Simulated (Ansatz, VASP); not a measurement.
# Au: VASP beside Ansatz

```
CELL_PARAMETERS angstrom
0.00000 2.03624 2.03624
2.03624 0.00000 2.03624
2.03624 2.03624 0.00000
ATOMIC_POSITIONS crystal
Au 0.00000 0.00000 0.00000
```

Alike in both runs: task single point; functional PBEsol; k mesh 12 × 12 × 12; occupations fermi-dirac, width 0.06 eV; no spin polarisation.

|  | VASP | Ansatz |
| --- | --- | --- |
| version | VASP 6.6.1 | Ansatz 0.2 development build |
| potentials or method | VASP PAW PBE potentials, release 64 (Au), cutoff 520 eV | all-electron full-potential LAPW, scalar-relativistic |

|  | VASP | Ansatz | Ansatz less VASP |
| --- | --- | --- | --- |
| pressure (GPa) | 1.1 | 1.3 | +0.24 |

VASP's potentials were made for PBE, not for PBEsol. Ansatz ran all-electron here, and VASP with PAW potentials.

Spin-orbit coupling is off throughout.
